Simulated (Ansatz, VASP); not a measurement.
## Two plane-wave programs on Na2Rh

```
Na Rh
1.0
     2.92590    0.00000    0.00000
    -1.46295    2.53390    0.00000
     0.00000    0.00000    8.11607
Na Rh
2 1
Cartesian
  1.4629 0.8446 5.7244
  0.0000 1.6893 2.3917
  0.0000 0.0000 0.0000
```

Alike in both runs: task single point; functional PBE; k mesh 6 × 6 × 2; occupations gaussian, width 0.1 eV; collinear spin.

|  | VASP | Ansatz |
| --- | --- | --- |
| version | VASP 6.6.1 | Ansatz 0.2.0 |
| potentials or method | VASP PAW PBE potentials, release 64 (Na_pv, Rh_pv), cutoff 520 eV | scalar-relativistic, plane waves, PAW |
| valence electrons in the cell | 29 | 35 |

VASP gave:

- gap on the k mesh at the Fermi level (eV): none
- pressure (GPa): 0.1
- rms of the force components (eV/Å): 0.007
- net moment per atom (μB): 0.08
- size of the moment on the site where the two differ most (μB): 0.29

Problem. What did Ansatz give for the same quantities?

Solution. gap on the k mesh at the Fermi level (eV): none; pressure (GPa): 0.1; rms of the force components (eV/Å): 0.005; net moment per atom (μB): 0.08; size of the moment on the site where the two differ most (μB): 0.26.

Site moments also hang on the region over which each program counts them. Atom by atom the forces differ by 0.003 eV/Å (rms over components). A gap of «none» marks a metal or a gap that the smearing closes. With one functional, cell and mesh, what is left measures potentials, basis and numerics. VASP's potentials hold 29 valence electrons a cell and Ansatz's 35, so a difference there can come from the potentials and not from the codes.

The k mesh is coarse, so the values compare programs but aren't converged.
